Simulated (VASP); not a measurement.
# Al (Im-3m) in VASP: further runs

The runs below take Al through single point, with PBEsol.

Program: VASP 6.6.1. These are calculated values, not measurements. Logs are shortened: lines on timing, memory, paths and dates and some standing lists are left out, and cuts for length are marked.

## Step 1: The cell of the first run

Symmetry: Im-3m, No. 229, cubic system. The conventional cell has a = 3.213 Å, b = 3.213 Å, c = 3.213 Å, α = 90.00°, β = 90.00°, γ = 90.00°. Within 3.7 Å of Al (site symmetry m-3m) lie 14 Al at 2.78 to 3.21 Å.

## Step 2: Single point, PBEsol

The input, INCAR:

```
  PREC = Accurate
  ENCUT = 520
  EDIFF = 1E-6
  ISMEAR = 0
  SIGMA = 0.15
  LREAL = F
  LASPH = T
  NELM = 100
  ALGO = Fast
  ISIF = 2
  LWAVE = F
  LCHARG = F
  GGA = PS
  NBANDS = 10
```

The input, KPOINTS:

```
Automatic mesh
0
Gamma
  10 10 10
```

The input, POSCAR:

```
Al
1.0
    0.0000000000     -3.2128780077      0.0000000000
   -3.2128780077      0.0000000000      0.0000000000
    0.0000000000      0.0000000000     -3.2128780077
Al
2
Direct
    0.5000000000      0.5000000000      0.5000000000
    0.0000000000      0.0000000000      0.0000000000
```

Potentials or basis: VASP PAW PBE potentials, release 64 (Al).

The run is started by

```bash
> cat potpaw_PBE.64/Al/POTCAR > POTCAR
> mpirun -np 1 vasp_std > vasp.out
```

OUTCAR:

```text
PREC = Accurate
   ENCUT = 520
   EDIFF = 1E-6
   ISMEAR = 0
   LREAL = F
   LASPH = T
   NELM = 100
   ISIF = 2
   GGA = PS

 ion  position               nearest neighbor table
   1  0.500  0.500  0.500-   2 2.78   2 2.78   2 2.78   2 2.78   2 2.78   2 2.78   2 2.78   2 2.78

   2  0.000  0.000  0.000-   1 2.78   1 2.78   1 2.78   1 2.78   1 2.78   1 2.78   1 2.78   1 2.78

  LATTYP: Found a simple cubic cell.
 ALAT       =     3.2128780077

  Lattice vectors:

 A1 = (   0.0000000000,  -3.2128780077,   0.0000000000)
 A2 = (  -3.2128780077,   0.0000000000,   0.0000000000)
 A3 = (   0.0000000000,   0.0000000000,  -3.2128780077)

Analysis of symmetry for initial positions (statically):
=====================================================================
 Subroutine PRICEL returns following result:

  LATTYP: Found a body centered cubic cell.
 ALAT       =     3.2128780077

  Lattice vectors:

 A1 = (  -1.6064390038,  -1.6064390038,   1.6064390038)
 A2 = (  -1.6064390038,   1.6064390038,  -1.6064390038)
 A3 = (   1.6064390038,  -1.6064390038,  -1.6064390038)

   2 primitive cells build up your supercell.

 Routine SETGRP: Setting up the symmetry group for a
 simple cubic supercell.

 Subroutine GETGRP returns: Found 48 space group operations
 (whereof 48 operations were pure point group operations)
 out of a pool of 48 trial point group operations.

The static configuration has the point symmetry O_h .

Analysis of symmetry for dynamics (positions and initial velocities):
=====================================================================
 Subroutine PRICEL returns following result:

  LATTYP: Found a body centered cubic cell.
 ALAT       =     3.2128780077

  Lattice vectors:

 A1 = (  -1.6064390038,  -1.6064390038,   1.6064390038)
 A2 = (  -1.6064390038,   1.6064390038,  -1.6064390038)
 A3 = (   1.6064390038,  -1.6064390038,  -1.6064390038)

   2 primitive cells build up your supercell.

 Routine SETGRP: Setting up the symmetry group for a
 simple cubic supercell.

 Subroutine GETGRP returns: Found 48 space group operations
 (whereof 48 operations were pure point group operations)
 out of a pool of 48 trial point group operations.

The dynamic configuration has the point symmetry O_h .

 Subroutine INISYM returns: Found 48 space group operations
 (whereof 48 operations are pure point group operations),
 and found     2 'primitive' translations

----------------------------------------------------------------------------------------

                                     Primitive cell

  volume of cell :      16.5826

  direct lattice vectors                    reciprocal lattice vectors
    -1.606439004 -1.606439004  1.606439004    -0.311247423 -0.311247423  0.000000000
    -1.606439004  1.606439004 -1.606439004    -0.311247423  0.000000000 -0.311247423
     1.606439004 -1.606439004 -1.606439004     0.000000000 -0.311247423 -0.311247423

  length of vectors
     2.782433974  2.782433974  2.782433974     0.440170327  0.440170327  0.440170327

  position of ions in fractional coordinates (direct lattice)
     0.000000000  0.000000000  0.000000000

  ion indices of the primitive-cell ions
   primitive index   ion index
                 1           1

----------------------------------------------------------------------------------------

 KPOINTS: Automatic mesh

Automatic generation of k-mesh.
 Grid dimensions read from file:
 generate k-points for:   10   10   10

 Generating k-lattice:

  Cartesian coordinates                     Fractional coordinates (reciprocal lattice)
     0.000000000 -0.031124742  0.000000000     0.100000000  0.000000000  0.000000000
    -0.031124742  0.000000000  0.000000000     0.000000000  0.100000000  0.000000000
     0.000000000  0.000000000 -0.031124742     0.000000000  0.000000000  0.100000000

  Length of vectors
     0.031124742  0.031124742  0.031124742

  Shift w.r.t. Gamma in fractional coordinates (k-lattice)
     0.000000000  0.000000000  0.000000000

 Subroutine IBZKPT returns following result:
 ===========================================

 Found     56 irreducible k-points:

 Following reciprocal coordinates:
            Coordinates               Weight
  0.000000  0.000000  0.000000      1.000000
  0.100000  0.000000  0.000000      6.000000
  0.200000  0.000000  0.000000      6.000000
  0.300000  0.000000  0.000000      6.000000
  0.400000  0.000000  0.000000      6.000000
  0.500000  0.000000  0.000000      3.000000
[... 16 lines left out ...]
  0.200000  0.100000  0.100000     24.000000
  0.300000  0.100000  0.100000     24.000000
 [... further k-points ...]
   k-points           NKPTS =     56   k-points in BZ     NKDIM =     56   number of bands    NBANDS=     10
   number of dos      NEDOS =    301   number of ions     NIONS =      2
   total plane-waves  NPLWV =  13824
   dimension x,y,z NGX =    24 NGY =   24 NGZ =   24
   dimension x,y,z NGXF=    48 NGYF=   48 NGZF=   48
   ions per type =               2
   NGX,Y,Z   is equivalent  to a cutoff of  12.42, 12.42, 12.42 a.u.
   NGXF,Y,Z  is equivalent  to a cutoff of  24.84, 24.84, 24.84 a.u.
 SYSTEM =  unknown system
   PREC   = accura    normal or accurate (medium, high low for compatibility)
   ISTART =      0    job   : 0-new  1-cont  2-samecut
   ICHARG =      2    charge: 1-file 2-atom 10-const
   ISPIN  =      1    spin polarized calculation?
   LNONCOLLINEAR =      F non collinear calculations
   LSORBIT =      F    spin-orbit coupling
   LASPH  =      T    aspherical Exc in radial PAW
   ENCUT  =  520.0 eV  38.22 Ry    6.18 a.u.   5.97  5.97  5.97*2*pi/ulx,y,z
   NELM   =    100;   NELMIN=  2; NELMDL= -5     # of ELM steps
   EDIFF  = 0.1E-05   stopping-criterion for ELM
   LREAL  =      F    real-space projection
   EDIFFG = 0.1E-04   stopping-criterion for IOM
   NSW    =      0    number of steps for IOM
   IBRION =     -1    ionic relax: 0-MD 1-quasi-New 2-CG
   NFREE  =      0    steps in history (QN), initial steepest desc. (CG)
   ISIF   =      2    stress and relaxation
   ISYM   =      2    0-nonsym 1-usesym 2-fastsym
   POTIM  = 0.5000    time-step for ionic-motion
   TEBEG  =    0.0;   TEEND  =   0.0 temperature during run
   PSTRESS=    0.0 pullay stress
   NELECT =       6.0000    total number of electrons
   NUPDOWN=      -1.0000    fix difference up-down
   EMIN   =  10.00;   EMAX   =-10.00  energy-range for DOS
   EFERMI =   0.00;   METHOD = LEGACY
   ISMEAR =     0;   SIGMA  =   0.15  broadening in eV -4-tet -1-fermi 0-gaus
   EFERMI_NEDOS =   21; number of points for ismear=-14 and -15
   IALGO  =     68    algorithm
   IMIX   =      4    mixing-type and parameters
     AMIX     =   0.40;   BMIX     =  1.00
     AMIX_MAG =   1.60;   BMIX_MAG =  1.00
  volume/ion in A,a.u.               =      16.58       111.90
  Fermi-wavevector in a.u.,A,eV,Ry     =   0.925901  1.749698 11.664164  0.857292
  Thomas-Fermi vector in A             =   2.051805
   LORBIT       =      0    0 simple, 1 ext, 2 COOP (PROOUT), +10 PAW based schemes
   GGA     = PS    functional components
   LHFCALC =     F    Hartree Fock is set to
   AEXX    =    0.0000 exact exchange contribution
   IVDW    =     0    specifies the selected vdW correction
   LEPSILON=     F    determine dielectric tensor
   LRPA    =     F    only Hartree local field effects (RPA)
 non-spin polarized calculation
 RMM-DIIS sequential band-by-band and
 Gauss-broadening in eV      SIGMA  =   0.15
  energy-cutoff  :      520.00
  volume of cell :       33.17
 maximum number of plane-waves:       916
 NGX is ok and might be reduce to    24

 number of electron       6.0000000 magnetization

 Free energy of the ion-electron system (eV)
  ---------------------------------------------------
  ext. energy  EPLUGINS =         0.00000000
  ---------------------------------------------------
  free energy    TOTEN  =        -7.98870745 eV

  energy without entropy =       -7.97425673  energy(sigma->0) =       -7.98148209

 E-fermi :   7.9333     XC(G=0): -10.2421

 val. band max:        7.9025265335   @ k =   0.1000   0.0000   0.0000
 cond. band min:       7.9747358019   @ k =   0.1000   0.1000   0.1000
 fundamental gap:      0.0722092684
 Fermi energy:         7.9332730200

 k-point     1 :       0.0000    0.0000    0.0000
  band No.  band energies     occupation
      1      -3.1925      2.00000
      2       9.7575      0.00000
      3       9.7575      0.00000
      4       9.7575      0.00000
      5      10.8798      0.00000
      6      10.8798      0.00000
      7      13.4307      0.00000
      8      21.1116      0.00000
      9      21.1116      0.00000
     10      21.1116      0.00000

 k-point     2 :       0.1000    0.0000    0.0000
  band No.  band energies     occupation
      1      -3.0491      2.00000
      2       7.9025      1.22809
      3       9.8829      0.00000
      4       9.8829      0.00000
      5      11.0236      0.00000
      6      12.2092      0.00000
      7      14.3218      0.00000
      8      19.6926      0.00000
      9      19.6926      0.00000
     10      21.2553      0.00000

 k-point     3 :       0.2000    0.0000    0.0000
  band No.  band energies     occupation
      1      -2.6198      2.00000
      2       5.6897      2.00000
      3      10.2593      0.00000
      4      10.2593      0.00000
      5      11.4548      0.00000
      6      13.0075      0.00000
      7      16.8204      0.00000
      8      17.7331      0.00000
      9      17.7331      0.00000
     10      20.0155      0.00000
[... 248 lines left out ...]
 k-point    23 :       0.2000    0.1000    0.1000
  band No.  band energies     occupation
      1      -2.3343      2.00000
      2       5.9446      2.00000
      3       8.3719      0.00004
      4       8.9166      0.00000
      5      13.8801      0.00000
      6      14.7659      0.00000
      7      16.2511      0.00000
      8      16.5057      0.00000
      9      17.1173      0.00000
     10      18.7522      0.00000

 k-point    24 :       0.3000    0.1000    0.1000
  band No.  band energies     occupation
      1      -1.6231      2.00000
      2       3.9374      2.00000
      3       9.0336      0.00000
      4       9.5604      0.00000
      5      14.3051      0.00000
      6      14.5625      0.00000
      7      14.6790      0.00000
      8      15.5386      0.00000
      9      19.2038      0.00000
     10      20.0560      0.00000

 [... further k-points ...]

------------------------ aborting loop because EDIFF is reached ----------------------------------------

  FORCE on cell =-STRESS in cart. coord.  units (eV):
  Direction    XX          YY          ZZ          XY          YZ          ZX
  --------------------------------------------------------------------------------------
  -------------------------------------------------------------------------------------
  Total        0.0790079      0.0790079      0.0790079      0.0000000      0.0000000     -0.0000000
  in kB        3.8167918      3.8167918      3.8167918      0.0000000      0.0000000     -0.0000000
  external PRESSURE =       3.8167918 kB  Pullay stress =       0.0000000 kB

 VOLUME and BASIS-vectors are now :
 -----------------------------------------------------------------------------
  energy-cutoff  :      520.00
  volume of cell :       33.17
      direct lattice vectors                 reciprocal lattice vectors
     0.000000000 -3.212878008  0.000000000     0.000000000 -0.311247423  0.000000000
    -3.212878008  0.000000000  0.000000000    -0.311247423  0.000000000  0.000000000
     0.000000000  0.000000000 -3.212878008     0.000000000  0.000000000 -0.311247423

 POSITION                                       TOTAL-FORCE (eV/Angst)
 -----------------------------------------------------------------------------------
     -1.60644     -1.60644     -1.60644        -0.000000     -0.000000      0.000000
      0.00000      0.00000      0.00000         0.000000      0.000000      0.000000
 -----------------------------------------------------------------------------------
    total drift:                                0.000000      0.000000     -0.000000

  FREE ENERGIE OF THE ION-ELECTRON SYSTEM (eV)
  ---------------------------------------------------
  free  energy   TOTEN  =        -7.9887074481 eV

  energy  without entropy=       -7.9742567269  energy(sigma->0) =       -7.98148209
```

Wall time 4 s (1 thread of Intel Xeon 6975P-C (Granite Rapids), shared host); peak memory 0.13 GiB.

Results:

* Free energy: -7.9887 eV
* Pressure: 0.4 GPa
* Band gap on the k mesh: zero (band 3 reaches 12.90 eV, above the bottom of band 4 at 4.05 eV)

Caveat: the PAW data sets were made with another functional, which shifts forces and pressure a little.

## Step 3: Single point, PBEsol

This run uses another cell than the first one, of the same volume but with other edges.

The input, INCAR:

```
SYSTEM = Al
PREC = Accurate
ENCUT = 520
EDIFF = 1E-6
ISMEAR = 0
SIGMA = 0.15
LREAL = .False.
LASPH = .True.
NELM = 80
ALGO = Fast
ISIF = 2
LWAVE = .False.
LCHARG = .False.
GGA = PS
NBANDS = 10
```

The input, KPOINTS:

```
regular mesh
0
Gamma
  12 12 8
  0 0 0
```

The input, POSCAR:

```
Al
1.0
   -1.6064390039      1.6064390039      1.6064390039
    1.6064390039     -1.6064390039      1.6064390039
    3.2128780077      3.2128780077      0.0000000000
Al
2
Direct
    0.0000000000      0.0000000000      0.0000000000
    0.5000000000      0.5000000000      0.5000000000
```

Potentials or basis: VASP PAW PBE potentials, release 64 (Al).

The run is started by

```bash
> cat potpaw_PBE.64/Al/POTCAR > POTCAR
> mpirun -np 1 vasp_std > vasp.out
```

It took 18 s on 1 thread of Intel Xeon 6975P-C (Granite Rapids), shared host; peak memory 0.18 GiB.

The run converged, but its numbers aren't listed here, since they failed a check.

Caveat: the PAW data sets were made with another functional, which shifts forces and pressure a little.

## Step 4: Single point, PBEsol (volume scaled by 0.88)

The input, INCAR:

```
SYSTEM = Al
PREC     = Accurate       ! precision mode
ENCUT    = 520            ! plane-wave cutoff, eV
EDIFF    = 1E-6           ! SCF threshold, eV
ISMEAR   = 0              ! smearing method
SIGMA    = 0.1            ! smearing width, eV
LREAL    = .FALSE.        ! projectors in reciprocal space
LASPH    = .TRUE.         ! aspherical terms in the spheres
NELM     = 100            ! most SCF steps
ALGO     = Normal         ! electronic algorithm
ISIF     = 2              ! what is computed and relaxed
LWAVE    = .FALSE.        ! write WAVECAR
LCHARG   = .FALSE.        ! write CHGCAR
GGA      = PS             ! functional
NBANDS   = 8              ! bands
```

The input, KPOINTS:

```
Automatic mesh
0
G
  18 18 18
  0 0 0
```

The input, POSCAR:

```
Al
1.0
   -1.5394247485      1.5394247485      1.5394247485
    1.5394247485     -1.5394247485      1.5394247485
    1.5394247485      1.5394247485     -1.5394247485
Al
1
Direct
    0.0000000000      0.0000000000      0.0000000000
```

The run is started by

```bash
> cat potpaw_PBE.64/Al/POTCAR > POTCAR
> mpirun -np 1 vasp_std > vasp.out
```

Wall time 6.9 s (1 thread of Intel Xeon 6975P-C, shared host); peak memory 0.13 GiB.

Results (log left out):

* Free energy: -3.9269 eV
* Pressure: 12.3 GPa

Levels at points of the mesh, in eV from the Fermi level:
```tsv
k point	band 1	band 2	band 3	band 4	band 5
(0.00, 0.00, 0.00)	-12.05	13.97	13.97	13.97	16.54
(0.50, 0.00, 0.00)	-4.83	-4.05	8.51	9.11	10.82
(0.50, 0.50, 0.50)	2.06	2.06	2.06	2.73	2.73
```

Caveat: the PAW data sets were made with another functional, which shifts forces and pressure a little.
